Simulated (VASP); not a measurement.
## HoSbTe3: single point with PBE

The system is HoSbTe3.

```
Ho Sb Te
1.0
     4.39934    0.00000    0.00000
     0.00000    4.39934    0.00000
     0.00000    0.00000    7.94992
Ho Sb Te
1 1 3
Direct
  0.00000 0.00000 0.50000
  0.00000 0.00000 0.00000
  0.50000 0.50000 0.19946
  0.50000 0.50000 0.80054
  0.50000 0.50000 0.50000
```

The cell was generated, and may not be a known phase.

```json
{"Program": "VASP 6.6.1", "Task": "single point", "Functional": "PBE", "Potentials or basis": "VASP PAW PBE potentials, release 64 (Ho_3, Sb, Te), 4f in core", "Cutoff": "500 eV", "k mesh": "4 × 4 × 2", "Occupations": "gaussian, width 0.1 eV", "Spin": "no spin polarisation", "Dipole correction": "no", "Further INCAR settings": "ALGO = Normal; EDIFF = 1e-06; NBANDS = 24"}
```

```json
{"Pressure": "11.0 GPa", "Largest force": "8.388 eV/Å", "Band gap on the k mesh": "zero (bands 16 and 17 overlap by 1.02 eV)"}
```

Forces on the atoms (eV/Å):
```
Ho   0.000  0.000  0.000
Sb   0.000  0.000  0.000
Te   0.000  0.000 -8.388
Te   0.000  0.000  8.388
Te   0.000  0.000  0.000
```

Stress tensor (GPa, compression positive):
```
-2.26  0.00  0.00
 0.00 -2.26  0.00
 0.00  0.00 37.50
```

Levels at points of the mesh, in eV from the Fermi level:
```tsv
k point	band 12	band 13	band 14	band 15	band 16	band 17	band 18	band 19	band 20	band 21
(0.00, 0.00, 0.00)	-2.12	-2.12	-1.96	-1.96	-1.32	-0.90	-0.55	0.59	2.09	2.09
(0.50, 0.00, 0.00)	-2.76	-1.61	-1.54	-1.20	-0.18	0.00	0.74	0.84	1.02	1.22
(0.50, 0.50, 0.00)	-3.64	-3.63	-3.63	-2.18	-1.50	-0.15	1.45	1.62	1.62	2.01
(0.00, 0.00, 0.50)	-3.30	-2.08	-1.31	-0.07	-0.07	0.16	0.59	0.83	0.83	1.33
(0.50, 0.00, 0.50)	-2.88	-2.32	-0.69	-0.29	-0.26	1.00	1.25	1.27	1.55	1.70
(0.50, 0.50, 0.50)	-5.04	-2.17	-1.40	-1.40	-0.63	-0.63	0.80	0.82	2.55	2.72
```

Run time: 47 s on 1 thread of Intel(R) Xeon(R) Platinum 8375C CPU @ 2.90GHz (Ice Lake) (shared host), peak memory 0.26 GiB.

Caveat: the k points lie up to 0.40 Å⁻¹ apart, too coarse for converged energies and pressures of a metal; spin-orbit coupling is left out, which moves the levels of the heavy elements; the 4f electrons are frozen in the core, so they carry no moment and show no levels; forces of over 1 eV/Å act on the atoms, so gaps and moduli don't describe the material at rest. Spin polarisation is off, so any magnetic state and its effect on volume and gap are missing.
